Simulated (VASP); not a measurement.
# AlIn2As3 (Cmc2_1) in VASP: single point with PBE

Aim: the single point of AlIn2As3 with PBE.

Program: VASP 6.6.1. These are calculated values, not measurements. Logs are shortened: lines on timing, memory, paths and dates and some standing lists are left out, and cuts for length are marked.

## (1) The cell of the first run

Symmetry: Cmc2_1, No. 36, orthorhombic system. Conventional cell: a = 12.746 Å, b = 7.363 Å, c = 6.982 Å, α = 90.00°, β = 90.00°, γ = 90.00°. Al (site symmetry m) has 4 As at 2.48 to 2.50 Å within 3.3 Å. In (site symmetry 1) has 4 As at 2.67 to 2.68 Å within 3.5 Å. Within 3.3 Å of As (site symmetry 1) lie 1 Al at 2.48 Å and 3 In at 2.67 to 2.68 Å. As (site symmetry m) has 2 Al at 2.48 to 2.50 Å and 2 In at 2.68 Å within 3.3 Å.

## (2) Single point, PBE

The input, INCAR:

```
PREC     = Accurate       # precision mode
ENCUT    = 500            # plane-wave cutoff, eV
EDIFF    = 1E-6           # SCF threshold, eV
ISMEAR   = 0              # smearing method
SIGMA    = 0.01           # smearing width, eV
LREAL    = False          # projectors in reciprocal space
LASPH    = True           # aspherical terms in the spheres
NELM     = 120            # most SCF steps
ALGO     = Normal         # electronic algorithm
ISIF     = 2              # what is computed and relaxed
LWAVE    = False          # write WAVECAR
LCHARG   = False          # write CHGCAR
GGA      = PE             # functional
NBANDS   = 56             # bands
GGA_COMPAT= False
```

The input, KPOINTS:

```
regular mesh
0
Gamma
  6 6 6
```

The input, POSCAR:

```
AlIn2As3
1.0
    6.3731986036     -3.6814179532      0.0000000000
    6.3731986036      3.6814179532      0.0000000000
    0.0000000000      0.0000000000      6.9822834489
Al In As
2 4 6
Direct
    0.1612450269      0.8387549731      0.4993742463
    0.8387549731      0.1612450269      0.9993742463
    0.8334559681      0.4940217867      0.5005228196
    0.1665440319      0.5059782133      0.0005228196
    0.4940217867      0.8334559681      0.0005228196
    0.5059782133      0.1665440319      0.5005228196
    0.8333819181      0.4820938811      0.8836477643
    0.1666180819      0.5179061189      0.3836477643
    0.1478170498      0.8521829502      0.8572845856
    0.8521829502      0.1478170498      0.3572845856
    0.4820938811      0.8333819181      0.3836477643
    0.5179061189      0.1666180819      0.8836477643
```

Potentials or basis: VASP PAW PBE potentials, release 64 (Al, In_d, As).

Run with:

```console
$ cat potpaw_PBE.64/Al/POTCAR potpaw_PBE.64/In_d/POTCAR potpaw_PBE.64/As/POTCAR > POTCAR
$ mpirun -np 1 vasp_std > vasp.out
```

OUTCAR:

```text
PREC = Accurate
   ENCUT = 500
   EDIFF = 1E-6
   ISMEAR = 0
   LREAL = False
   LASPH = True
   NELM = 120
   ISIF = 2
   GGA = PE

 ion  position               nearest neighbor table
   1  0.161  0.839  0.499-   8 2.48  11 2.48  10 2.48   9 2.50
   2  0.839  0.161  0.999-   7 2.48  12 2.48   9 2.48  10 2.50
   3  0.833  0.494  0.501-  11 2.67   8 2.67  10 2.68   7 2.68
   4  0.167  0.506  0.001-  12 2.67   7 2.67   9 2.68   8 2.68
   5  0.494  0.833  0.001-   7 2.67  12 2.67   9 2.68  11 2.68
   6  0.506  0.167  0.501-   8 2.67  11 2.67  10 2.68  12 2.68
   7  0.833  0.482  0.884-   2 2.48   5 2.67   4 2.67   3 2.68
   8  0.167  0.518  0.384-   1 2.48   6 2.67   3 2.67   4 2.68
   9  0.148  0.852  0.857-   2 2.48   1 2.50   4 2.68   5 2.68
  10  0.852  0.148  0.357-   1 2.48   2 2.50   3 2.68   6 2.68
  11  0.482  0.833  0.384-   1 2.48   3 2.67   6 2.67   5 2.68
  12  0.518  0.167  0.884-   2 2.48   4 2.67   5 2.67   6 2.68

  LATTYP: Found a base centered orthorhombic cell.
 ALAT       =     7.3628359064
 B/A-ratio  =     1.7311803997
 C/A-ratio  =     0.9483144182

  Lattice vectors:

 A1 = (  -6.3731986036,  -3.6814179532,   0.0000000000)
 A2 = (   6.3731986036,  -3.6814179532,   0.0000000000)
 A3 = (   0.0000000000,   0.0000000000,   6.9822834489)

Analysis of symmetry for initial positions (statically):
=====================================================================
 Subroutine PRICEL returns:
 Original cell was already a primitive cell.

 Routine SETGRP: Setting up the symmetry group for a
 base centered orthorhombic supercell.

 Subroutine GETGRP returns: Found  4 space group operations
 (whereof  2 operations were pure point group operations)
 out of a pool of  8 trial point group operations.

The static configuration has the point symmetry C_1h.
 The point group associated with its full space group is C_2v.

Analysis of symmetry for dynamics (positions and initial velocities):
=====================================================================
 Subroutine PRICEL returns:
 Original cell was already a primitive cell.

 Routine SETGRP: Setting up the symmetry group for a
 base centered orthorhombic supercell.

 Subroutine GETGRP returns: Found  4 space group operations
 (whereof  2 operations were pure point group operations)
 out of a pool of  8 trial point group operations.

The dynamic configuration has the point symmetry C_1h.
 The point group associated with its full space group is C_2v.

 Subroutine INISYM returns: Found  4 space group operations
 (whereof  2 operations are pure point group operations),
 and found     1 'primitive' translations

----------------------------------------------------------------------------------------

                                     Primitive cell

  volume of cell :     327.6424

  direct lattice vectors                    reciprocal lattice vectors
     6.373198604 -3.681417953  0.000000000     0.078453541 -0.135817233  0.000000000
     6.373198604  3.681417953  0.000000000     0.078453541  0.135817233  0.000000000
     0.000000000  0.000000000  6.982283449     0.000000000  0.000000000  0.143219623

  length of vectors
     7.360061045  7.360061045  6.982283449     0.156847948  0.156847948  0.143219623

  position of ions in fractional coordinates (direct lattice)
     0.161245027  0.838754973  0.499374246
     0.838754973  0.161245027  0.999374246
     0.833455968  0.494021787  0.500522820
     0.166544032  0.505978213  0.000522820
     0.494021787  0.833455968  0.000522820
     0.505978213  0.166544032  0.500522820
     0.833381918  0.482093881  0.883647764
     0.166618082  0.517906119  0.383647764
     0.147817050  0.852182950  0.857284586
     0.852182950  0.147817050  0.357284586
     0.482093881  0.833381918  0.383647764
     0.517906119  0.166618082  0.883647764

  ion indices of the primitive-cell ions
   primitive index   ion index
                 1           1
                 2           2
                 3           3
                 4           4
                 5           5
                 6           6
                 7           7
                 8           8
                 9           9
                10          10
                11          11
                12          12

----------------------------------------------------------------------------------------

 KPOINTS: regular mesh

Automatic generation of k-mesh.
 Grid dimensions read from file:
 generate k-points for:    6    6    6

 Generating k-lattice:

  Cartesian coordinates                     Fractional coordinates (reciprocal lattice)
     0.013075590 -0.022636206  0.000000000     0.166666667  0.000000000  0.000000000
     0.013075590  0.022636206  0.000000000     0.000000000  0.166666667  0.000000000
     0.000000000  0.000000000  0.023869937     0.000000000  0.000000000  0.166666667

  Length of vectors
     0.026141325  0.026141325  0.023869937

  Shift w.r.t. Gamma in fractional coordinates (k-lattice)
     0.000000000  0.000000000  0.000000000

 Subroutine IBZKPT returns following result:
 ===========================================

 Found     52 irreducible k-points:

 Following reciprocal coordinates:
            Coordinates               Weight
  0.000000  0.000000  0.000000      1.000000
  0.166667 -0.000000  0.000000      4.000000
  0.333333 -0.000000  0.000000      4.000000
  0.500000 -0.000000  0.000000      2.000000
  0.166667  0.166667  0.000000      2.000000
  0.333333  0.166667  0.000000      4.000000
[... 16 lines left out ...]
  0.333333  0.333333  0.166667      4.000000
  0.500000  0.333333  0.166667      8.000000
 [... further k-points ...]
   k-points           NKPTS =     52   k-points in BZ     NKDIM =     52   number of bands    NBANDS=     56
   number of dos      NEDOS =    301   number of ions     NIONS =     12
   total plane-waves  NPLWV = 157464
   dimension x,y,z NGX =    54 NGY =   54 NGZ =   54
   dimension x,y,z NGXF=   108 NGYF=  108 NGZF=  108
   ions per type =               2   4   6
   NGX,Y,Z   is equivalent  to a cutoff of  12.20, 12.20, 12.86 a.u.
   NGXF,Y,Z  is equivalent  to a cutoff of  24.39, 24.39, 25.71 a.u.
 SYSTEM =  unknown system
   PREC   = accura    normal or accurate (medium, high low for compatibility)
   ISTART =      0    job   : 0-new  1-cont  2-samecut
   ICHARG =      2    charge: 1-file 2-atom 10-const
   ISPIN  =      1    spin polarized calculation?
   LNONCOLLINEAR =      F non collinear calculations
   LSORBIT =      F    spin-orbit coupling
   LASPH  =      T    aspherical Exc in radial PAW
   ENCUT  =  500.0 eV  36.75 Ry    6.06 a.u.  13.42 13.42 12.73*2*pi/ulx,y,z
   NELM   =    120;   NELMIN=  2; NELMDL= -5     # of ELM steps
   EDIFF  = 0.1E-05   stopping-criterion for ELM
   LREAL  =      F    real-space projection
   EDIFFG = 0.1E-04   stopping-criterion for IOM
   NSW    =      0    number of steps for IOM
   IBRION =     -1    ionic relax: 0-MD 1-quasi-New 2-CG
   NFREE  =      0    steps in history (QN), initial steepest desc. (CG)
   ISIF   =      2    stress and relaxation
   ISYM   =      2    0-nonsym 1-usesym 2-fastsym
   POTIM  = 0.5000    time-step for ionic-motion
   TEBEG  =    0.0;   TEEND  =   0.0 temperature during run
   PSTRESS=    0.0 pullay stress
   NELECT =      88.0000    total number of electrons
   NUPDOWN=      -1.0000    fix difference up-down
   EMIN   =  10.00;   EMAX   =-10.00  energy-range for DOS
   EFERMI =   0.00;   METHOD = LEGACY
   ISMEAR =     0;   SIGMA  =   0.01  broadening in eV -4-tet -1-fermi 0-gaus
   EFERMI_NEDOS =   21; number of points for ismear=-14 and -15
   IALGO  =     38    algorithm
   IMIX   =      4    mixing-type and parameters
     AMIX     =   0.40;   BMIX     =  1.00
     AMIX_MAG =   1.60;   BMIX_MAG =  1.00
  volume/ion in A,a.u.               =      27.30       184.25
  Fermi-wavevector in a.u.,A,eV,Ry     =   1.056256  1.996034 15.179693  1.115676
  Thomas-Fermi vector in A             =   2.191485
   LORBIT       =      0    0 simple, 1 ext, 2 COOP (PROOUT), +10 PAW based schemes
   GGA     = PE    functional components
   LHFCALC =     F    Hartree Fock is set to
   AEXX    =    0.0000 exact exchange contribution
   IVDW    =     0    specifies the selected vdW correction
   LEPSILON=     F    determine dielectric tensor
   LRPA    =     F    only Hartree local field effects (RPA)
 non-spin polarized calculation
 Gauss-broadening in eV      SIGMA  =   0.01
  energy-cutoff  :      500.00
  volume of cell :      327.64
 maximum number of plane-waves:      8383
 NGX is ok and might be reduce to    54
   NGX = 27   NGY = 27   NGZ = 25

 number of electron      87.9999991 magnetization

 Free energy of the ion-electron system (eV)
  ---------------------------------------------------
  ext. energy  EPLUGINS =         0.00000000
  ---------------------------------------------------
  free energy    TOTEN  =       -49.54151080 eV

  energy without entropy =      -49.54151080  energy(sigma->0) =      -49.54151080

 E-fermi :   3.9343     XC(G=0):  -8.8756

 val. band max:        3.8861616703   @ k =   0.0000   0.0000   0.0000
 cond. band min:       4.1189689019   @ k =   0.0000   0.0000   0.0000
 fundamental gap:      0.2328072316
 Fermi energy:         3.9343033207

 k-point     1 :       0.0000    0.0000    0.0000
  band No.  band energies     occupation
      1     -10.4528      2.00000
      2     -10.4425      2.00000
      3     -10.4417      2.00000
      4     -10.4190      2.00000
      5     -10.3843      2.00000
      6     -10.3419      2.00000
[... 48 lines left out ...]
     55       8.7064      0.00000
     56       9.1100      0.00000

 k-point     2 :       0.1667   -0.0000    0.0000
  band No.  band energies     occupation
      1     -10.4539      2.00000
      2     -10.4506      2.00000
      3     -10.4318      2.00000
      4     -10.4186      2.00000
      5     -10.3858      2.00000
      6     -10.3446      2.00000
[... 48 lines left out ...]
     55       8.5154      0.00000
     56       8.9778      0.00000
[... 1237 lines left out ...]
     55       8.3448      0.00000
     56       8.3602      0.00000

 k-point    24 :       0.5000    0.3333    0.1667
  band No.  band energies     occupation
      1     -10.4593      2.00000
      2     -10.4472      2.00000
      3     -10.4393      2.00000
      4     -10.3985      2.00000
      5     -10.3900      2.00000
      6     -10.3634      2.00000
[... 48 lines left out ...]
     55       8.2665      0.00000
     56       8.3298      0.00000

 [... further k-points ...]
[... 5 lines left out ...]
  --------------------------------------------------------------------------------------
  -------------------------------------------------------------------------------------
  Total        0.1283290      0.1437145      0.1644641      0.0000000      0.0000000      0.0000000
  in kB        0.6275311      0.7027668      0.8042326      0.0000000      0.0000000      0.0000000
  external PRESSURE =       0.7115102 kB  Pullay stress =       0.0000000 kB

 VOLUME and BASIS-vectors are now :
 -----------------------------------------------------------------------------
  energy-cutoff  :      500.00
  volume of cell :      327.64
      direct lattice vectors                 reciprocal lattice vectors
     6.373198604 -3.681417953  0.000000000     0.078453541 -0.135817233  0.000000000
     6.373198604  3.681417953  0.000000000     0.078453541  0.135817233  0.000000000
     0.000000000  0.000000000  6.982283449     0.000000000  0.000000000  0.143219623

 POSITION                                       TOTAL-FORCE (eV/Angst)
 -----------------------------------------------------------------------------------
      6.37320      2.49420      3.48677         0.000000     -0.001195     -0.004319
      6.37320     -2.49420      6.97791         0.000000      0.001195     -0.004319
      8.46028     -1.24960      3.49479         0.000802     -0.000806      0.000107
      4.28612      1.24960      0.00365        -0.000802      0.000806      0.000107
      8.46028      1.24960      0.00365         0.000802      0.000806      0.000107
      4.28612     -1.24960      3.49479        -0.000802     -0.000806      0.000107
      8.38379     -1.29324      6.16988         0.001545     -0.000621      0.000630
      4.36261      1.29324      2.67874        -0.001545      0.000621      0.000630
      6.37320      2.59307      5.98580         0.000000     -0.002605      0.002845
      6.37320     -2.59307      2.49466         0.000000      0.002605      0.002845
      8.38379      1.29324      2.67874         0.001545      0.000621      0.000630
      4.36261     -1.29324      6.16988        -0.001545     -0.000621      0.000630
 -----------------------------------------------------------------------------------
    total drift:                               -0.000000     -0.000000     -0.000606

  FREE ENERGIE OF THE ION-ELECTRON SYSTEM (eV)
  ---------------------------------------------------
  free  energy   TOTEN  =       -49.5415107964 eV

  energy  without entropy=      -49.5415107964  energy(sigma->0) =      -49.54151080
```

Wall time 20 min (1 thread of AMD EPYC 7R43 (Zen 3), shared host); peak memory 0.82 GiB.

Results:

* Free energy: -49.5415 eV
* Pressure: 0.1 GPa
* Largest force: 0.004 eV/Å
* Band gap on the k mesh: 0.23 eV

Forces on the atoms (eV/Å):
```
Al   0.000 -0.001 -0.004
Al   0.000  0.001 -0.004
In   0.001 -0.001  0.000
In  -0.001  0.001  0.000
In   0.001  0.001  0.000
In  -0.001 -0.001  0.000
As   0.002 -0.001  0.001
As  -0.002  0.001  0.001
As   0.000 -0.003  0.003
As   0.000  0.003  0.003
As   0.002  0.001  0.001
As  -0.002 -0.001  0.001
```

Levels at points of the mesh, in eV from the valence-band top:
```tsv
k point	band 41	band 42	band 43	band 44	band 45	band 46	band 47	band 48
(0.00, 0.00, 0.00)	-0.90	-0.14	-0.01	0.00	0.23	0.89	2.50	2.56
(0.50, 0.00, 0.00)	-0.95	-0.95	-0.87	-0.80	1.55	2.09	2.63	2.74
(0.50, 0.50, 0.00)	-0.97	-0.96	-0.80	-0.74	1.51	2.09	2.62	2.93
(0.00, 0.00, 0.50)	-0.51	-0.51	-0.50	-0.50	1.44	1.44	2.27	2.27
(0.50, 0.00, 0.50)	-1.49	-1.49	-1.40	-1.40	1.47	1.47	2.71	2.71
(0.50, 0.50, 0.50)	-1.52	-1.52	-1.37	-1.37	1.52	1.52	2.64	2.64
```

Caveat: semilocal functionals underestimate gaps, and a narrow one can read as zero; spin-orbit coupling is left out, which moves the levels of the heavy elements.
